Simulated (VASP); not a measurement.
Write the native input for VASP 6.6.1 that does the following.

- Task: relaxation of cell and atoms
- Functional: PBEsol
- Potentials or basis: VASP PAW PBE potentials, release 64 (Hg)
- Cutoff: 600 eV
- k mesh: 9 × 9 × 5
- Occupations: fermi-dirac, width 0.05 eV
- Spin: no spin polarisation
- Target pressure: 5 GPa
- Dipole correction: no
- Further INCAR settings: ALGO = Fast; EDIFF = 1e-06; IBRION = 2; EDIFFG = -0.01; NSW = 60; ISIF = 3

The structure of Hg lies in POSCAR:

```
Hg
1.0
    3.4618096384      0.0000000000      0.0000000000
   -1.7309048192      2.9980150899      0.0000000000
    0.0000000000      0.0000000000      5.4875482800
Hg
2
Direct
    0.3333333333      0.6666666667      0.2500000000
    0.6666666667      0.3333333333      0.7500000000
```

One way to write it, as run:

INCAR

```
PREC     = Accurate       # precision mode
ENCUT    = 600            # plane-wave cutoff, eV
EDIFF    = 1E-6           # SCF threshold, eV
ISMEAR   = -1             # smearing method
SIGMA    = 0.05           # smearing width, eV
LREAL    = F              # projectors in reciprocal space
LASPH    = T              # aspherical terms in the spheres
NELM     = 60             # most SCF steps
ALGO     = Fast           # electronic algorithm
ISIF     = 3              # what is computed and relaxed
LWAVE    = F              # write WAVECAR
LCHARG   = F              # write CHGCAR
GGA      = PS             # functional
IBRION   = 2              # ionic algorithm
NSW      = 60             # ionic steps
EDIFFG   = -0.01          # ionic threshold
PSTRESS  = 50.0
```

KPOINTS

```
regular mesh
0
Gamma
  9 9 5
```

Potentials or basis: VASP PAW PBE potentials, release 64 (Hg).

Command:

```sh
$ cat potpaw_PBE.64/Hg/POTCAR > POTCAR
$ mpirun -np 1 vasp_std > vasp.out
```

Results of the run:

The relaxed volume is 21.45 Å³/atom, the relaxed cell is a = 3.098 Å, b = 3.098 Å, c = 5.163 Å, α = 90.00°, β = 90.00°, γ = 120.00° and the space group after relaxing (to 0.1 Å) is P6_3/mmc (No. 194). The energy change on relaxing (the run minimises the enthalpy) is -14.8 meV/atom. The ionic steps are 13, the pressure after relaxing is 5.0 GPa and the band gap on the k mesh is zero (bands 12 and 13 overlap by 1.81 eV).

Caveat: the cell is relaxed towards a set pressure, so the run minimises the enthalpy, not the energy; the volume moved by over 15 % at a fixed basis, so the end points are rough; the PAW data sets were made with another functional, which shifts forces and pressure a little; spin-orbit coupling is left out, which moves the levels of the heavy elements.

Run time: 2.3 min on 1 thread of AMD EPYC 9R45 96-Core Processor (Zen 5) (shared host), peak memory 0.19 GiB.
